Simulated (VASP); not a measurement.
**TiSe3: relaxation of cell and atoms with PBE**

Crystal: TiSe3.

```
CELL_PARAMETERS angstrom
4.61146 0.00000 0.00000
0.00000 4.61146 0.00000
0.00000 0.00000 4.61146
ATOMIC_POSITIONS crystal
Ti 0.50000 0.50000 0.50000
Se 0.00000 0.50000 0.50000
Se 0.50000 0.00000 0.50000
Se 0.50000 0.50000 0.00000
```

The cell was built from a structure type or drawn by symmetry, and may not be a known phase.

| Property | Result |
| --- | --- |
| Program | VASP 6.6.1 |
| Task | relaxation of cell and atoms |
| Functional | PBE |
| Potentials or basis | VASP PAW PBE potentials, release 64 (Ti_sv, Se) |
| Cutoff | 600 eV |
| k mesh | 4 × 4 × 4 |
| Occupations | gaussian, width 0.1 eV |
| Spin | collinear spin |
| Starting moments | [1.0, 0.0, 0.0, 0.0] μB |
| Dipole correction | no |
| Further INCAR settings | ALGO = Normal; EDIFF = 1e-07; IBRION = 2; EDIFFG = -0.04; NSW = 90; ISIF = 3 |

```json
{
 "Relaxed volume": "30.79 Å³/atom",
 "Relaxed cell": "a = 4.976 Å, b = 4.976 Å, c = 4.976 Å, α = 90.00°, β = 90.00°, γ = 90.00°",
 "Space group after relaxing (to 0.1 Å)": "Pm-3m (No. 221)",
 "Energy gained by relaxing": "295.2 meV/atom",
 "Ionic steps": "3",
 "Pressure after relaxing": "0.0 GPa",
 "Net moment": "1.61 μB per cell",
 "Site moments": "Ti -0.16; Se +0.39 μB",
 "Valence electrons inside the program's atomic spheres": "Ti 10.22; Se 3.78"
}
```

Step by step:
| step | energy change (eV) | largest force (eV/Å) | pressure (GPa) | volume (Å³) |
| --- | --- | --- | --- | --- |
| 1 | 0.0000 | 0.0000 | 18.36 | 98.07 |
| 2 | -0.7742 | 0.0000 | -5.53 | 143.58 |
| 3 | -1.1809 | 0.0000 | -0.03 | 123.17 |

Final structure:
```
Ti Se
1.0
     4.97553    0.00000    0.00000
     0.00000    4.97553    0.00000
     0.00000    0.00000    4.97553
Ti Se
1 3
Direct
  0.50000 0.50000 0.50000
  0.00000 0.50000 0.50000
  0.50000 0.00000 0.50000
  0.50000 0.50000 0.00000
```

Levels at points of the mesh, in eV from the Fermi level:
Spin up:
```csv
k point,band 14,band 15,band 16,band 17,band 18,band 19
"(0.00, 0.00, 0.00)",-0.11,-0.11,-0.11,0.24,0.24,0.24
"(0.50, 0.00, 0.00)",-1.30,-0.38,-0.38,0.26,1.35,1.85
"(0.50, 0.50, 0.00)",-1.71,-1.71,0.46,1.84,1.86,1.86
"(0.50, 0.50, 0.50)",0.48,0.48,0.48,1.95,1.95,1.95
```
Spin down:
```csv
k point,band 11,band 12,band 13,band 14,band 15,band 16
"(0.00, 0.00, 0.00)",-0.30,-0.30,-0.30,0.09,0.09,0.09
"(0.50, 0.00, 0.00)",-1.98,-1.98,-1.64,-0.72,0.11,0.14
"(0.50, 0.50, 0.00)",-2.31,-1.93,-1.93,-1.16,-1.16,1.12
"(0.50, 0.50, 0.50)",-3.40,-3.21,-3.21,1.14,1.14,1.14
```

Run time: 5.2 min on 1 thread of Intel(R) Xeon(R) Platinum 8259CL CPU @ 2.50GHz (Skylake/Cascade Lake), on a shared host, peak memory 0.31 GiB.

Caveat: the volume moved by over 15 % at a fixed basis, so the end points are rough.
